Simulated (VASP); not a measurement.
The system is Si4BW.

```
Si B W
1.0
     2.77085    0.00000    0.00000
    -0.01149    5.62637    0.00000
    -0.07908   -0.08934   11.21354
Si B W
8 2 2
Direct
  0.00690 0.16355 0.82126
  0.99578 0.15821 0.32563
  0.00022 0.83442 0.68285
  0.00592 0.84972 0.17265
  0.00924 0.36610 0.57786
  0.00421 0.34786 0.07497
  0.99912 0.62144 0.92945
  0.99371 0.66150 0.41732
  0.98451 0.49834 0.75178
  0.00137 0.50257 0.24558
  0.50031 0.00660 0.50743
  0.49869 0.98968 0.99323
```

```yaml
Program: VASP 6.6.1
Task: relaxation of cell and atoms
Functional: PBE
Potentials_or_basis: VASP PAW PBE potentials, release 64 (Si, B, W_sv)
Cutoff: 600 eV
k_mesh: 6 × 4 × 2
Occupations: gaussian, width 0.1 eV
Spin: no spin polarisation
```

At the start: pressure -1.5 GPa; volume 14.57 Å³/atom.

Q: How do energy, volume and symmetry change on relaxing?

A: Over 16 steps the energy falls by 30.4 meV/atom and the volume is 14.38 Å³/atom (-1.3 %); space group P1 (No. 1, to 0.1 Å) before, P4/m (No. 83, to 0.1 Å).

Step by step:
```csv
step,energy change (eV),largest force (eV/Å),pressure (GPa),volume (Å³)
1,0.0000,1.4599,-1.52,174.82
2,-0.2275,0.5118,1.16,171.29
3,-0.2332,0.5724,1.81,170.61
4,-0.2980,0.5337,-0.95,173.44
5,-0.2983,0.5335,-0.79,173.25
6,-0.3366,0.2763,0.08,172.32
7,-0.3410,0.3033,0.51,171.88
8,-0.3535,0.2007,-0.39,172.82
9,-0.3544,0.2013,-0.67,173.14
10,-0.3615,0.1408,0.24,172.17
11,-0.3615,0.1385,0.22,172.22
12,-0.3637,0.0604,-0.05,172.51
13,-0.3639,0.0625,-0.17,172.64
14,-0.3648,0.0530,0.10,172.36
15,-0.3648,0.0529,0.11,172.35
16,-0.3653,0.0212,-0.07,172.52
```

Final structure:
```
Si B W
1.0
     2.67473    0.00258    0.00930
    -0.00576    5.67856    0.02229
    -0.03928   -0.04665   11.35787
Si B W
8 2 2
Direct
  0.00010 0.15362 0.82160
  0.99989 0.15465 0.32140
  0.99932 0.84595 0.67830
  0.00065 0.84591 0.17870
  0.99933 0.35727 0.57700
  0.00086 0.35668 0.07700
  0.99993 0.64280 0.92288
  0.99955 0.64321 0.42311
  0.00018 0.49958 0.75000
  0.00029 0.50039 0.25001
  0.49971 0.00039 0.49991
  0.50020 0.99953 0.00009
```

Caveat: the k points lie up to 0.39 Å⁻¹ apart in the final cell, too coarse for converged energies and pressures of a metal.
